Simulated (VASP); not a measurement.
CaO: single point with r2SCAN

The system is CaO.

```
CELL_PARAMETERS angstrom
2.91220 -1.69522 -0.37685
2.91220 1.69522 -0.37685
-1.23178 0.00000 5.74253
ATOMIC_POSITIONS crystal
Ca 0.50000 0.00000 0.50000
Ca 0.00000 0.50000 0.00000
O 0.74998 0.25002 0.25000
O 0.25002 0.74998 0.75000
```

```
Program             : VASP 6.6.1
Task                : single point
Functional          : r2SCAN
Potentials or basis : VASP PAW PBE potentials, release 64 (Ca_sv, O)
Cutoff              : 520 eV
k mesh              : 6 × 6 × 4
Occupations         : gaussian, width 0.1 eV
Spin                : no spin polarisation
```

- Pressure: 1.1 GPa
- Band gap on the k mesh: 4.19 eV

Levels at points of the mesh, in eV from the valence-band top:
| k point | band 14 | band 15 | band 16 | band 17 | band 18 | band 19 |
| --- | --- | --- | --- | --- | --- | --- |
| (0.00, 0.00, 0.00) | 0.00 | 0.00 | 0.00 | 5.49 | 6.87 | 6.87 |
| (0.50, 0.00, 0.00) | -1.08 | -0.80 | -0.80 | 5.95 | 5.95 | 8.59 |
| (0.50, 0.50, 0.00) | -1.21 | -0.37 | -0.37 | 4.19 | 7.73 | 8.81 |
| (0.00, 0.00, 0.50) | -0.66 | -0.66 | -0.66 | 6.90 | 6.90 | 7.65 |
| (0.50, 0.00, 0.50) | -1.21 | -0.37 | -0.37 | 4.19 | 7.73 | 8.82 |
| (0.50, 0.50, 0.50) | -1.08 | -0.80 | -0.80 | 5.95 | 5.95 | 8.59 |

Wall time 9.9 min on 1 thread of Oxide Virtual Turin-like Processor, on a shared host, peak memory 0.19 GiB.

Caveat: the PAW data sets were made with another functional, which shifts forces and pressure a little. A k mesh can miss the band edges.
